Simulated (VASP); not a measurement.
# K2F (P6/mmm) in VASP: a series of runs

The runs below take K2F through single point, relaxation of cell and atoms, with PBE.

Everything below comes from runs of VASP 6.6.1. Logs are shortened: lines on timing, memory, paths and dates and some standing lists are left out, and cuts for length are marked.

**1. The cell of the first run**

It takes space group P6/mmm (No. 191, hexagonal). The conventional cell has a = 5.361 Å, b = 5.361 Å, c = 3.408 Å, α = 90.00°, β = 90.00°, γ = 120.00°. Within 4.1 Å of K (site symmetry -6m2) lie 5 K at 3.10 to 3.41 Å and 6 F at 3.53 Å. F (site symmetry 6/mmm) has 2 F at 3.41 Å and 12 K at 3.53 Å within 4.5 Å.

**2. Single point, PBE**

INCAR

```
SYSTEM = K2F
ALGO     = Normal         ! electronic algorithm
EDIFF    = 1E-6           ! SCF threshold, eV
ENCUT    = 520            ! plane-wave cutoff, eV
GGA      = PE             ! functional
ISIF     = 2              ! what is computed and relaxed
ISMEAR   = 0              ! smearing method
LASPH    = .TRUE.         ! aspherical terms in the spheres
LCHARG   = .FALSE.        ! write CHGCAR
LREAL    = .FALSE.        ! projectors in reciprocal space
LWAVE    = .FALSE.        ! write WAVECAR
NBANDS   = 20             ! bands
NELM     = 80             ! most SCF steps
PREC     = Accurate       ! precision mode
SIGMA    = 0.1            ! smearing width, eV
```

KPOINTS

```
k-points
0
G
  6 6 6
  0 0 0
```

POSCAR

```
K2F
1.0
    5.3611846440      0.0000000000      0.0000000000
   -2.6805923220      4.6429220962      0.0000000000
    0.0000000000      0.0000000000      3.4080544174
K F
2 1
Direct
    0.3333333333      0.6666666667      0.5000000000
    0.6666666667      0.3333333333      0.5000000000
    0.0000000000      0.0000000000      0.0000000000
```

Potentials or basis: VASP PAW PBE potentials, release 64 (K_sv, F).

Run with:

```bash
$ cat potpaw_PBE.64/K_sv/POTCAR potpaw_PBE.64/F/POTCAR > POTCAR
$ mpirun -np 1 vasp_std > vasp.out
```

OUTCAR:

```text
SYSTEM = K2F
   EDIFF = 1E-6
   ENCUT = 520
   GGA = PE
   ISIF = 2
   ISMEAR = 0
   LASPH = .TRUE.
   LREAL = .FALSE.
   NELM = 80
   PREC = Accurate

 ion  position               nearest neighbor table
   1  0.333  0.667  0.500-   2 3.10   2 3.10   2 3.10
   2  0.667  0.333  0.500-   1 3.10   1 3.10   1 3.10
   3  0.000  0.000  0.000-

  LATTYP: Found a hexagonal cell.
 ALAT       =     5.3611846440
 C/A-ratio  =     0.6356905504

  Lattice vectors:

 A1 = (   5.3611846440,   0.0000000000,   0.0000000000)
 A2 = (  -2.6805923220,   4.6429220962,   0.0000000000)
 A3 = (   0.0000000000,   0.0000000000,   3.4080544174)

Analysis of symmetry for initial positions (statically):
=====================================================================
 Subroutine PRICEL returns:
 Original cell was already a primitive cell.

 Routine SETGRP: Setting up the symmetry group for a
 hexagonal supercell.

 Subroutine GETGRP returns: Found 24 space group operations
 (whereof 24 operations were pure point group operations)
 out of a pool of 24 trial point group operations.

The static configuration has the point symmetry D_6h.

Analysis of symmetry for dynamics (positions and initial velocities):
=====================================================================
 Subroutine PRICEL returns:
 Original cell was already a primitive cell.

 Routine SETGRP: Setting up the symmetry group for a
 hexagonal supercell.

 Subroutine GETGRP returns: Found 24 space group operations
 (whereof 24 operations were pure point group operations)
 out of a pool of 24 trial point group operations.

The dynamic configuration has the point symmetry D_6h.

 Subroutine INISYM returns: Found 24 space group operations
 (whereof 24 operations are pure point group operations),
 and found     1 'primitive' translations

----------------------------------------------------------------------------------------

                                     Primitive cell

  volume of cell :      84.8318

  direct lattice vectors                    reciprocal lattice vectors
     5.361184644  0.000000000  0.000000000     0.186525939  0.107690801  0.000000000
    -2.680592322  4.642922096  0.000000000     0.000000000  0.215381602  0.000000000
     0.000000000  0.000000000  3.408054417     0.000000000  0.000000000  0.293422545

  length of vectors
     5.361184644  5.361184644  3.408054417     0.215381602  0.215381602  0.293422545

  position of ions in fractional coordinates (direct lattice)
     0.333333333  0.666666667  0.500000000
     0.666666667  0.333333333  0.500000000
     0.000000000  0.000000000  0.000000000

  ion indices of the primitive-cell ions
   primitive index   ion index
                 1           1
                 2           2
                 3           3

----------------------------------------------------------------------------------------

 KPOINTS: k-points

Automatic generation of k-mesh.
 Grid dimensions read from file:
 generate k-points for:    6    6    6

 Generating k-lattice:

  Cartesian coordinates                     Fractional coordinates (reciprocal lattice)
     0.031087657  0.017948467  0.000000000     0.166666667 -0.000000000  0.000000000
     0.000000000  0.035896934  0.000000000     0.000000000  0.166666667  0.000000000
     0.000000000  0.000000000  0.048903757     0.000000000  0.000000000  0.166666667

  Length of vectors
     0.035896934  0.035896934  0.048903757

  Shift w.r.t. Gamma in fractional coordinates (k-lattice)
     0.000000000  0.000000000  0.000000000

 Subroutine IBZKPT returns following result:
 ===========================================

 Found     28 irreducible k-points:

 Following reciprocal coordinates:
            Coordinates               Weight
  0.000000  0.000000  0.000000      1.000000
  0.166667 -0.000000  0.000000      6.000000
  0.333333 -0.000000  0.000000      6.000000
  0.500000 -0.000000  0.000000      3.000000
  0.166667  0.166667  0.000000      6.000000
  0.333333  0.166667  0.000000     12.000000
[... 16 lines left out ...]
  0.166667 -0.000000  0.500000      6.000000
  0.333333 -0.000000  0.500000      6.000000
 [... further k-points ...]
   k-points           NKPTS =     28   k-points in BZ     NKDIM =     28   number of bands    NBANDS=     20
   number of dos      NEDOS =    301   number of ions     NIONS =      3
   total plane-waves  NPLWV =  44800
   dimension x,y,z NGX =    40 NGY =   40 NGZ =   28
   dimension x,y,z NGXF=    80 NGYF=   80 NGZF=   56
   ions per type =               2   1
   NGX,Y,Z   is equivalent  to a cutoff of  12.40, 12.40, 13.66 a.u.
   NGXF,Y,Z  is equivalent  to a cutoff of  24.81, 24.81, 27.32 a.u.
 SYSTEM =  K2F
   PREC   = accura    normal or accurate (medium, high low for compatibility)
   ISTART =      0    job   : 0-new  1-cont  2-samecut
   ICHARG =      2    charge: 1-file 2-atom 10-const
   ISPIN  =      1    spin polarized calculation?
[... 42 lines left out ...]
   NGX = 19   NGY = 19   NGZ = 13

 number of electron      25.0000006 magnetization

 Free energy of the ion-electron system (eV)
  ---------------------------------------------------
  ext. energy  EPLUGINS =         0.00000000
  ---------------------------------------------------
  free energy    TOTEN  =        -6.40868284 eV

  energy without entropy =       -6.40226195  energy(sigma->0) =       -6.40547239

 E-fermi :   2.3241     XC(G=0):  -7.6489

 val. band max:        2.3137384720   @ k =   0.3333   0.3333   0.0000
 cond. band min:       2.4177685527   @ k =   0.5000  -0.0000   0.0000
 fundamental gap:      0.1040300807
 Fermi energy:         2.3240743721

 k-point     1 :       0.0000    0.0000    0.0000
  band No.  band energies     occupation
      1     -31.2877      2.00000
      2     -31.0311      2.00000
      3     -20.3780      2.00000
      4     -15.0800      2.00000
      5     -15.0800      2.00000
      6     -14.4066      2.00000
[... 12 lines left out ...]
     19       5.4853      0.00000
     20       7.3559      0.00000

 k-point     2 :       0.1667   -0.0000    0.0000
  band No.  band energies     occupation
      1     -31.2729      2.00000
      2     -31.0466      2.00000
      3     -20.3785      2.00000
      4     -15.1013      2.00000
      5     -15.0451      2.00000
      6     -14.3947      2.00000
[... 12 lines left out ...]
     19       5.7267      0.00000
     20       7.2774      0.00000

 k-point     3 :       0.3333   -0.0000    0.0000
  band No.  band energies     occupation
      1     -31.2345      2.00000
      2     -31.0865      2.00000
      3     -20.3800      2.00000
      4     -15.1407      2.00000
      5     -14.9581      2.00000
      6     -14.4175      2.00000
[... 12 lines left out ...]
     19       6.1130      0.00000
     20       7.1415      0.00000

 k-point     4 :       0.5000   -0.0000    0.0000
  band No.  band energies     occupation
      1     -31.2036      2.00000
      2     -31.1181      2.00000
      3     -20.3807      2.00000
      4     -15.1589      2.00000
      5     -14.8988      2.00000
      6     -14.4782      2.00000
[... 12 lines left out ...]
     19       6.3403      0.00000
     20       7.0818      0.00000

 k-point     5 :       0.1667    0.1667    0.0000
  band No.  band energies     occupation
      1     -31.2458      2.00000
      2     -31.0748      2.00000
      3     -20.3796      2.00000
      4     -15.1367      2.00000
      5     -14.9732      2.00000
      6     -14.4040      2.00000
[... 12 lines left out ...]
     19       6.1497      0.00000
     20       7.1611      0.00000
[... 353 lines left out ...]
      6     -14.7685      2.00000
[... 12 lines left out ...]
     19       7.2184      0.00000
     20       7.2185      0.00000

 k-point    22 :       0.0000    0.0000    0.5000
  band No.  band energies     occupation
      1     -31.2183      2.00000
      2     -30.9703      2.00000
      3     -20.3332      2.00000
      4     -15.0607      2.00000
      5     -14.9855      2.00000
      6     -14.9855      2.00000
[... 12 lines left out ...]
     19       6.6242      0.00000
     20       6.6242      0.00000

 k-point    23 :       0.1667   -0.0000    0.5000
  band No.  band energies     occupation
      1     -31.2040      2.00000
      2     -30.9853      2.00000
      3     -20.3330      2.00000
      4     -15.0439      2.00000
      5     -15.0047      2.00000
      6     -14.9512      2.00000
[... 12 lines left out ...]
     19       6.7902      0.00000
     20       6.8772      0.00000

 k-point    24 :       0.3333   -0.0000    0.5000
  band No.  band energies     occupation
      1     -31.1670      2.00000
      2     -31.0238      2.00000
      3     -20.3319      2.00000
      4     -15.0402      2.00000
      5     -14.9998      2.00000
      6     -14.8695      2.00000
[... 12 lines left out ...]
     19       6.9091      0.00000
     20       7.1514      0.00000

 [... further k-points ...]

------------------------ aborting loop because EDIFF is reached ----------------------------------------

  FORCE on cell =-STRESS in cart. coord.  units (eV):
  Direction    XX          YY          ZZ          XY          YZ          ZX
  --------------------------------------------------------------------------------------
  -------------------------------------------------------------------------------------
  Total        0.8113188      0.8113188      3.3316633      0.0000000      0.0000000      0.0000000
  in kB       15.3229872     15.3229872     62.9235201      0.0000000      0.0000000      0.0000000
  external PRESSURE =      31.1898315 kB  Pullay stress =       0.0000000 kB

 VOLUME and BASIS-vectors are now :
 -----------------------------------------------------------------------------
  energy-cutoff  :      520.00
  volume of cell :       84.83
      direct lattice vectors                 reciprocal lattice vectors
     5.361184644  0.000000000  0.000000000     0.186525939  0.107690801  0.000000000
    -2.680592322  4.642922096  0.000000000     0.000000000  0.215381602  0.000000000
     0.000000000  0.000000000  3.408054417     0.000000000  0.000000000  0.293422545

 POSITION                                       TOTAL-FORCE (eV/Angst)
 -----------------------------------------------------------------------------------
     -0.00000      3.09528      1.70403        -0.000000     -0.000000      0.000000
      2.68059      1.54764      1.70403         0.000000      0.000000     -0.000000
      0.00000      0.00000      0.00000         0.000000      0.000000     -0.000000
 -----------------------------------------------------------------------------------
    total drift:                                0.000000      0.000000      0.000000

  FREE ENERGIE OF THE ION-ELECTRON SYSTEM (eV)
  ---------------------------------------------------
  free  energy   TOTEN  =        -6.4086828368 eV

  energy  without entropy=       -6.4022619455  energy(sigma->0) =       -6.40547239
```

It took 52 s on 1 thread of Intel Xeon Platinum 8259CL at 2.50GHz (Skylake/Cascade Lake), shared host; peak memory 0.21 GiB.

Results:

```yaml
Free_energy: -6.4087 eV
Pressure: 3.1 GPa
Band_gap_on_the_k_mesh: zero (an odd number of electrons rules out a gap without spin polarisation)
```

Caveat: the cell stands under pressure; an odd number of electrons without spin polarisation forces a metal; a magnetic or distorted state may lie lower.

**3. Single point, PBE**

This run uses another cell than the first one, of 36.47 Å³/atom.

INCAR

```
  ALGO = Normal
  EDIFF = 1E-7
  ENCUT = 520
  GGA = PE
  ISIF = 2
  ISMEAR = 0
  LASPH = T
  LCHARG = F
  LREAL = F
  LWAVE = F
  NBANDS = 20
  NELM = 100
  PREC = Accurate
  SIGMA = 0.1
```

KPOINTS

```
k-points
0
Gamma
  12 12 12
```

POSCAR

```
K2F
1.0
    5.6690981560      0.0000000000      0.0000000000
   -2.8345490780      4.9095830196      0.0000000000
    0.0000000000      0.0000000000      3.9309299549
K F
2 1
Direct
    0.3333333333      0.6666666667      0.5000000000
    0.6666666667      0.3333333333      0.5000000000
    0.0000000000      0.0000000000      0.0000000000
```

Potentials or basis: VASP PAW PBE potentials, release 64 (K_sv, F).

Run with:

```bash
$ cat potpaw_PBE.64/K_sv/POTCAR potpaw_PBE.64/F/POTCAR > POTCAR
$ mpirun -np 1 vasp_std > vasp.out
```

Wall time 4.5 min (1 thread of Intel Xeon Platinum 8259CL at 2.50GHz (Skylake/Cascade Lake), shared host); peak memory 0.39 GiB.

The run converged. Its results:

```
Free energy            : -6.6846 eV
Pressure               : -0.1 GPa
Band gap on the k mesh : zero (an odd number of electrons rules out a gap without spin polarisation)
```

Levels at points of the mesh, in eV from the Fermi level:
| k point | band 10 | band 11 | band 12 | band 13 | band 14 | band 15 | band 16 | band 17 |
| --- | --- | --- | --- | --- | --- | --- | --- | --- |
| (0.00, 0.00, 0.00) | -3.55 | -3.55 | -3.20 | -1.88 | 2.25 | 2.74 | 2.91 | 2.91 |
| (0.50, 0.00, 0.00) | -3.74 | -3.55 | -3.20 | -0.20 | 0.24 | 1.83 | 2.86 | 3.10 |
| (0.00, 0.00, 0.50) | -3.67 | -3.47 | -3.47 | 0.83 | 1.00 | 1.97 | 1.97 | 3.59 |
| (0.50, 0.00, 0.50) | -3.60 | -3.54 | -3.51 | 1.17 | 1.73 | 1.86 | 1.92 | 2.81 |

Caveat: an odd number of electrons without spin polarisation forces a metal; a magnetic or distorted state may lie lower.

**4. Single point, PBE**

This run uses another cell than the first one, of 36.47 Å³/atom.

INCAR

```
SYSTEM = K2F
ALGO = Normal
EDIFF = 1E-6
ENCUT = 520
GGA = PE
ISIF = 2
ISMEAR = 0
LASPH = .True.
LCHARG = .False.
LREAL = .False.
LWAVE = .False.
NBANDS = 20
NELM = 100
PREC = Accurate
SIGMA = 0.1
```

KPOINTS

```
k-points
0
Gamma
  12 12 14
  0 0 0
```

POSCAR is that of step 3.

Run with:

```bash
$ cat potpaw_PBE.64/K_sv/POTCAR potpaw_PBE.64/F/POTCAR > POTCAR
$ mpirun -np 1 vasp_std > vasp.out
```

Run time: 4.3 min. Hardware: 1 thread of Intel Xeon Platinum 8259CL at 2.50GHz (Skylake/Cascade Lake), shared host; peak memory 0.42 GiB.

Results (log left out):

```yaml
Free_energy: -6.6842 eV
Pressure: -0.1 GPa
Band_gap_on_the_k_mesh: zero (an odd number of electrons rules out a gap without spin polarisation)
```

Levels at points of the mesh, in eV from the Fermi level:
```csv
k point,band 10,band 11,band 12,band 13,band 14,band 15
"(0.00, 0.00, 0.00)",-3.56,-3.56,-3.21,-1.89,2.24,2.73
"(0.50, 0.00, 0.00)",-3.75,-3.56,-3.21,-0.21,0.23,1.82
"(0.00, 0.00, 0.50)",-3.68,-3.48,-3.48,0.82,0.99,1.96
"(0.50, 0.00, 0.50)",-3.61,-3.55,-3.52,1.16,1.72,1.85
```

Caveat: an odd number of electrons without spin polarisation forces a metal; a magnetic or distorted state may lie lower.

**5. Relaxation of cell and atoms, PBE**

INCAR

```
PREC = Accurate
ENCUT = 600
EDIFF = 1E-6
ISMEAR = 0
SIGMA = 0.1
LREAL = False
LASPH = True
NELM = 60
ALGO = Normal
ISIF = 3
LWAVE = False
LCHARG = False
GGA = PE
IBRION = 2
NSW = 100
EDIFFG = -0.01
```

KPOINTS

```
regular mesh
0
Gamma
  12 12 14
```

POSCAR

```
K2F
1.0
    5.3611846440      0.0000000000      0.0000000000
   -2.6805923220      4.6429220962      0.0000000000
    0.0000000000      0.0000000000      3.4080544174
K F
2 1
Direct
    0.3333333333      0.6666666667      0.5000000000
    0.6666666667      0.3333333333      0.5000000000
    0.0000000000      0.0000000000      0.0000000000
```

Run with:

```bash
$ cat potpaw_PBE.64/K_sv/POTCAR potpaw_PBE.64/F/POTCAR > POTCAR
$ mpirun -np 1 vasp_std > vasp.out
```

It took 21 min on 1 thread of Intel Xeon Platinum 8259CL at 2.50GHz (Skylake/Cascade Lake), shared host; peak memory 0.42 GiB.

The run converged. Its results:

```yaml
Free_energy: -6.6716 eV
Relaxed_volume: 35.93 Å³/atom
Relaxed_cell: a = 5.650 Å, b = 5.650 Å, c = 3.898 Å, α = 90.00°, β = 90.00°, γ = 120.00°
Space_group_after_relaxing_to_0.1_Å: P6/mmm (No. 191)
Energy_gained_by_relaxing: 82.9 meV/atom
Ionic_steps: 7
Pressure_after_relaxing: 0.0 GPa
Band_gap_on_the_k_mesh: zero (an odd number of electrons rules out a gap without spin polarisation)
```

The path:
| step | energy change (eV) | largest force (eV/Å) | pressure (GPa) | volume (Å³) |
| --- | --- | --- | --- | --- |
| 1 | 0.0000 | 0.0000 | 3.09 | 84.83 |
| 2 | -0.1506 | 0.0000 | 1.78 | 91.66 |
| 3 | -0.2391 | 0.0000 | 0.52 | 101.80 |
| 4 | -0.2430 | 0.0000 | 0.29 | 104.31 |
| 5 | -0.2431 | 0.0000 | 0.25 | 104.72 |
| 6 | -0.2472 | 0.0000 | 0.13 | 106.13 |
| 7 | -0.2488 | 0.0000 | 0.00 | 107.78 |

Final structure:
```yaml
crystal:
  lattice:
    - [5.65024, 0.00000, 0.00000]
    - [-2.82512, 4.89325, 0.00000]
    - [0.00000, 0.00000, 3.89814]
  atoms:
    - { symbol: K, position: [0.33333, 0.66667, 0.50000] }
    - { symbol: K, position: [0.66667, 0.33333, 0.50000] }
    - { symbol: F, position: [0.00000, 0.00000, 0.00000] }
```

Levels at points of the mesh, in eV from the Fermi level:
| k point | band 9 | band 10 | band 11 | band 12 | band 13 | band 14 | band 15 | band 16 |
| --- | --- | --- | --- | --- | --- | --- | --- | --- |
| (0.00, 0.00, 0.00) | -16.44 | -3.61 | -3.61 | -3.24 | -1.91 | 2.23 | 2.71 | 2.90 |
| (0.50, 0.00, 0.00) | -16.39 | -3.81 | -3.62 | -3.25 | -0.22 | 0.22 | 1.80 | 2.84 |
| (0.00, 0.00, 0.50) | -16.43 | -3.73 | -3.53 | -3.53 | 0.84 | 1.02 | 1.92 | 1.92 |
| (0.50, 0.00, 0.50) | -16.37 | -3.66 | -3.60 | -3.57 | 1.14 | 1.73 | 1.81 | 1.94 |

Caveat: the volume moved by over 15 % at a fixed basis, so the end points are rough; an odd number of electrons without spin polarisation forces a metal; a magnetic or distorted state may lie lower.

**6. Summary**

| task | cell | k mesh | cutoff (eV) | gap on the mesh (eV) | pressure (GPa) |
| --- | --- | --- | --- | --- | --- |
| single point | a = 5.361, b = 5.361, c = 3.408 Å, angles 90.0, 90.0, 120.0°, 3 atoms | 6 × 6 × 6 | 520 | none | 3.1 |
| single point | a = 5.669, b = 5.669, c = 3.931 Å, angles 90.0, 90.0, 120.0°, 3 atoms | 12 × 12 × 12 | 520 | none | -0.1 |
| single point | a = 5.669, b = 5.669, c = 3.931 Å, angles 90.0, 90.0, 120.0°, 3 atoms | 12 × 12 × 14 | 520 | none | -0.1 |
| relaxation of cell and atoms | relaxed from a = 5.361, b = 5.361, c = 3.408 Å, angles 90.0, 90.0, 120.0°, 3 atoms | 12 × 12 × 14 | 600 | none | 0.0 |

Alike in all rows: level PBE; potentials or basis VASP PAW PBE potentials, release 64 (K_sv, F); no spin polarisation; smearing gaussian 0.1 eV.

Caveats: an odd number of electrons without spin polarisation forces a metal; a magnetic or distorted state may lie lower; the cell stands under pressure (at least some runs); the volume moved by over 15 % at a fixed basis, so the end points are rough (at least some runs).

Total energies depend on the potentials used, so only differences within one code and one set of settings carry meaning.
